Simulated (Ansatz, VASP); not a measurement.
# Two plane-wave programs on Pt

```xyz
1
Lattice="-1.5209 1.5209 1.6476 1.5209 -1.5209 1.6476 1.5209 1.5209 -1.6476" Properties=species:S:1:pos:R:3 pbc="T T T"
Pt    0.0000    0.0000    0.0000
```

Change from the starting cell: strain -0.040 along x and y, +0.040 along z, atoms carried along.

Alike in both runs: task single point; functional PBE; k mesh 22 × 22 × 22; occupations gaussian, width 0.15 eV; no spin polarisation.

```csv
,VASP,Ansatz
version,VASP 6.6.1,Ansatz 0.2.0
potentials or method,"VASP PAW PBE potentials, release 64 (Pt), cutoff 520 eV","scalar-relativistic, plane waves, PAW"
valence electrons in the cell,10,18
```

Ansatz gave:

* gap on the k mesh at the Fermi level (eV): none
* pressure (GPa): 9.6
* traceless stress, the component that is largest in VASP (GPa): 4.02

Estimate VASP's values.

gap on the k mesh at the Fermi level (eV): none; pressure (GPa): 9.1; traceless stress, the component that is largest in VASP (GPa): 4.00.

A gap of «none» marks a metal or a gap that the smearing closes. The functional is the same, so the differences come from potentials, cutoffs and numerics. VASP's potentials hold 10 valence electrons a cell and Ansatz's 18, so a difference there can come from the potentials and not from the codes.

Spin-orbit coupling is off throughout.
